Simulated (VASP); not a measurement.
Write the native input for VASP 6.6.1 that does the following.

```yaml
Task: single point
Functional: PBE
Potentials_or_basis: VASP PAW PBE potentials, release 64 (Cd, Hg, Se)
Cutoff: 520 eV
k_mesh: 4 × 4 × 2
Occupations: gaussian, width 0.1 eV
Spin: no spin polarisation
Dipole_correction: no
Further_INCAR_settings: ALGO = Normal; EDIFF = 1e-06; NBANDS = 46
```

The structure of CdHg3Se4 lies in POSCAR:

```
CdHg3Se4
1.0
    4.2565572000      0.0000000000      0.0000000000
    0.0000000000      4.2565572000      0.0000000000
    0.0000000000      0.0000000000     12.0393618600
Cd Hg Se
1 3 4
Direct
    0.5000000000      0.5000000000      0.5000000000
    0.0000000000      0.0000000000      0.7500000000
    0.5000000000      0.5000000000      0.0000000000
    0.0000000000      0.0000000000      0.2500000000
    0.5000000000      0.0000000000      0.8750000000
    0.0000000000      0.5000000000      0.1250000000
    0.5000000000      0.0000000000      0.3750000000
    0.0000000000      0.5000000000      0.6250000000
```

One way to write it, as run:

INCAR

```
SYSTEM = CdHg3Se4
PREC = Accurate
ENCUT = 520
EDIFF = 1E-6
ISMEAR = 0
SIGMA = 0.1
LREAL = .False.
LASPH = .True.
NELM = 60
ALGO = Normal
ISIF = 2
LWAVE = .False.
LCHARG = .False.
GGA = PE
NBANDS = 46
```

KPOINTS

```
regular mesh
0
Gamma
  4 4 2
  0 0 0
```

Potentials or basis: VASP PAW PBE potentials, release 64 (Cd, Hg, Se).

Command:

```sh
$ cat potpaw_PBE.64/Cd/POTCAR potpaw_PBE.64/Hg/POTCAR potpaw_PBE.64/Se/POTCAR > POTCAR
$ mpirun -np 1 vasp_std > vasp.out
```

Results of the run:

* Pressure: 6.7 GPa
* Largest force: 0.217 eV/Å
* Band gap on the k mesh: zero (filled and empty bands touch)

Caveat: the k points lie up to 0.37 Å⁻¹ apart; semilocal functionals underestimate gaps, so a narrow gap can read as zero; spin-orbit coupling is left out, which moves the levels of the heavy elements.

Run time: 52 s on 1 thread of Intel(R) Xeon(R) 6975P-C (Granite Rapids), on a shared host, peak memory 0.35 GiB.
